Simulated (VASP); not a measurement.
Write the native input for VASP 6.6.1 that does the following.

| Quantity | Value |
| --- | --- |
| Task | single point |
| Functional | PBE |
| Potentials or basis | VASP PAW PBE potentials, release 64 (Sn_d) |
| Cutoff | 520 eV |
| k mesh | 9 × 9 × 9 |
| Occupations | fermi-dirac, width 0.03 eV |
| Spin | no spin polarisation |
| Dipole correction | no |
| Further INCAR settings | ALGO = Normal; EDIFF = 1e-06; NBANDS = 21 |

The structure of Sn lies in POSCAR:

```
Sn
1.0
    0.0000000000      3.1793446744      3.1793446744
    3.1793446744      0.0000000000      3.1793446744
    3.1793446744      3.1793446744      0.0000000000
Sn
2
Direct
    0.5000000000      0.5000000000      0.5000000000
    0.7500000000      0.7500000000      0.7500000000
```

This cell differs from its parent crystal: volume scaled by 0.94.

One way to write it, as run:

INCAR

```
PREC     = Accurate       # precision mode
ENCUT    = 520            # plane-wave cutoff, eV
EDIFF    = 1E-6           # SCF threshold, eV
ISMEAR   = -1             # smearing method
SIGMA    = 0.03           # smearing width, eV
LREAL    = F              # projectors in reciprocal space
LASPH    = T              # aspherical terms in the spheres
NELM     = 80             # most SCF steps
ALGO     = Normal         # electronic algorithm
ISIF     = 2              # what is computed and relaxed
LWAVE    = F              # write WAVECAR
LCHARG   = T              # write CHGCAR
GGA      = PE             # functional
LELF     = T              # ELF
LVHAR    = T            
NBANDS   = 21             # bands
```

KPOINTS

```
Automatic mesh
0
Gamma
  9 9 9
```

Potentials or basis: VASP PAW PBE potentials, release 64 (Sn_d).

Launch:

```bash
$ cat potpaw_PBE.64/Sn_d/POTCAR > POTCAR
$ mpirun -np 1 vasp_std > vasp.out
```

Results of the run:

```json
{
  "Pressure": "6.7 GPa",
  "Band gap on the k mesh": "zero (filled and empty bands touch)"
}
```

Caveat: spin-orbit coupling is left out, which moves the levels of the heavy elements.

Wall time 49 s on 1 thread of Intel(R) Xeon(R) Platinum 8259CL CPU @ 2.50GHz (Skylake/Cascade Lake) (shared host), peak memory 0.21 GiB.
